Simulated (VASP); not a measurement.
Set up this calculation in VASP 6.6.1, as the native input.

| Item | Value |
| --- | --- |
| Task | relaxation of cell and atoms |
| Functional | PBE |
| Potentials or basis | VASP PAW PBE potentials, release 64 (Si, As) |
| Cutoff | 600 eV |
| k mesh | 6 × 6 × 14 |
| Occupations | gaussian, width 0.1 eV |
| Spin | no spin polarisation |
| Dipole correction | no |
| Further INCAR settings | ALGO = Normal; EDIFF = 1e-06; IBRION = 2; EDIFFG = -0.01; NSW = 100; ISIF = 3 |

The structure of Si2As lies in POSCAR:

```
Si2As
1.0
    6.5499587961      0.0000000000      0.0000000000
    0.0000000000      6.5499587961      0.0000000000
    0.0000000000      0.0000000000      2.6009821713
Si As
4 2
Direct
    0.8699595306      0.6300404694      0.0000000000
    0.1300404694      0.3699595306      0.0000000000
    0.6300404694      0.1300404694      0.0000000000
    0.3699595306      0.8699595306      0.0000000000
    0.5000000000      0.5000000000      0.0000000000
    0.0000000000      0.0000000000      0.0000000000
```

These files were run (other wordings do the same):

INCAR

```
PREC = Accurate ; ENCUT = 600
EDIFF = 1E-6 ; ISMEAR = 0
SIGMA = 0.1 ; LREAL = False
LASPH = True ; NELM = 80
ALGO = Normal ; ISIF = 3
LWAVE = False ; LCHARG = False
GGA = PE ; IBRION = 2
NSW = 100 ; EDIFFG = -0.01
```

KPOINTS

```
regular mesh
0
Gamma
  6 6 14
```

Potentials or basis: VASP PAW PBE potentials, release 64 (Si, As).

Command:

```sh
$ cat potpaw_PBE.64/Si/POTCAR potpaw_PBE.64/As/POTCAR > POTCAR
$ mpirun -np 1 vasp_std > vasp.out
```

It gave:

```
Relaxed volume                         : 18.75 Å³/atom
Relaxed cell                           : a = 6.654 Å, b = 6.654 Å, c = 2.540 Å, α = 90.00°, β = 90.00°, γ = 90.00°
Space group after relaxing (to 0.05 Å) : P4/mbm (No. 127)
Energy gained by relaxing              : 8.5 meV/atom
Ionic steps                            : 8
Pressure after relaxing                : 0.0 GPa
Largest force after relaxing           : 0.004 eV/Å
Band gap on the k mesh                 : zero (band 13 reaches 8.37 eV, above the bottom of band 14 at 4.36 eV)
```

Wall time 14 min on 1 thread of Intel Xeon 8259CL (shared host), peak memory 0.38 GiB.
